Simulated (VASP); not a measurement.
**AlP (zincblende type): single point with r2SCAN**

AlP (zincblende type):

```
Al P
1.0
     0.00000    2.73930    2.73930
     2.73930    0.00000    2.73930
     2.73930    2.73930    0.00000
Al P
1 1
Cartesian
  0.0000 0.0000 0.0000
  1.3696 1.3696 1.3696
```

| Quantity | Value |
| --- | --- |
| Program | VASP 6.6.1 |
| Task | single point |
| Functional | r2SCAN |
| Potentials or basis | VASP PAW PBE potentials, release 64 (Al, P) |
| Cutoff | 550 eV |
| k mesh | 12 × 12 × 12 |
| Occupations | fermi-dirac, width 0.08 eV |
| Spin | no spin polarisation |

The pressure is -0.3 GPa and the band gap on the k mesh is 1.93 eV, indirect (least direct gap 3.91 eV).

Levels at points of the mesh, in eV from the valence-band top:
| k point | band 1 | band 2 | band 3 | band 4 | band 5 | band 6 | band 7 | band 8 |
| --- | --- | --- | --- | --- | --- | --- | --- | --- |
| (0.00, 0.00, 0.00) | -11.93 | 0.00 | 0.00 | 0.00 | 3.91 | 4.96 | 4.96 | 4.96 |
| (0.50, 0.00, 0.00) | -10.21 | -5.63 | -0.79 | -0.79 | 3.29 | 5.22 | 5.22 | 8.92 |
| (0.50, 0.50, 0.00) | -9.53 | -5.40 | -2.16 | -2.16 | 1.93 | 2.85 | 11.90 | 11.90 |

Wall time 70 s on 1 thread of Intel(R) Xeon(R) 6975P-C (Granite Rapids) (shared host), peak memory 0.18 GiB.

Caveat: the PAW data sets were made with another functional, which shifts forces and pressure a little. A k mesh can miss the band edges.
